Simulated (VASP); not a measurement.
A run of VASP 6.6.1 is set up as follows.

Contents of INCAR:

```
PREC = Accurate ; ENCUT = 520
EDIFF = 1E-7 ; ISMEAR = 0
SIGMA = 0.3 ; LREAL = False
LASPH = True ; NELM = 60
ALGO = Fast ; ISIF = 2
LWAVE = False ; LCHARG = True
GGA = PE ; LELF = True
LVHAR = True ; NBANDS = 8
```

Contents of KPOINTS:

```
regular mesh
0
Gamma
  60 60 60
```

POSCAR

```
Al
1.0
    0.0000000000      2.0208421910      2.0208421910
    2.0208421910      0.0000000000      2.0208421910
    2.0208421910      2.0208421910      0.0000000000
Al
1
Direct
    0.0000000000      0.0000000000      0.0000000000
```

Potentials or basis: VASP PAW PBE potentials, release 64 (Al).

Run with:

```sh
$ cat potpaw_PBE.64/Al/POTCAR > POTCAR
$ mpirun -np 1 vasp_std > vasp.out
```

Task: Predict the band gap on the k mesh.

Result: Zero (an odd number of electrons rules out a gap without spin polarisation).

Task: Predict the pressure.

Result: -0.1 GPa.

Caveat: so wide a smearing shifts energies and pressures.
